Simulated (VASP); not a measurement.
Write the native input for VASP 6.6.1 that does the following.

```
Task                   : single point
Functional             : PBE
Potentials or basis    : VASP PAW PBE potentials, release 64 (In_d, Sb)
Cutoff                 : 520 eV
k mesh                 : 12 × 12 × 12
Occupations            : fermi-dirac, width 0.05 eV
Spin                   : no spin polarisation
Dipole correction      : no
Further INCAR settings : ALGO = Normal; EDIFF = 1e-06; NBANDS = 16
```

The structure of InSb (zincblende type) lies in POSCAR:

```
InSb
1.0
    0.0000000000      2.8896664538      2.8896664538
    2.8896664538      0.0000000000      2.8896664538
    2.8896664538      2.8896664538      0.0000000000
In Sb
1 1
Direct
    0.0000000000      0.0000000000      0.0000000000
    0.2500000000      0.2500000000      0.2500000000
```

One way to write it, as run:

INCAR

```
PREC = Accurate
ENCUT = 520
EDIFF = 1E-6
ISMEAR = -1
SIGMA = 0.05
LREAL = F
LASPH = T
NELM = 80
ALGO = Normal
ISIF = 2
LWAVE = F
LCHARG = T
GGA = PE
LELF = T
LVHAR = T
NBANDS = 16
```

KPOINTS

```
Automatic mesh
0
Gamma
  12 12 12
```

Potentials or basis: VASP PAW PBE potentials, release 64 (In_d, Sb).

Launch:

```console
$ cat potpaw_PBE.64/In_d/POTCAR potpaw_PBE.64/Sb/POTCAR > POTCAR
$ mpirun -np 1 vasp_std > vasp.out
```

It gave:

```
Pressure               : 40.9 GPa
Band gap on the k mesh : 0.48 eV (least direct gap 1.86 eV)
```

Caveat: the cell stands under pressure; semilocal functionals underestimate gaps, and a narrow one can read as zero; spin-orbit coupling is left out, which moves the levels of the heavy elements.

Run time: 28 s on 1 thread of Intel(R) Xeon(R) 6975P-C (Granite Rapids) (shared host), peak memory 0.2 GiB.
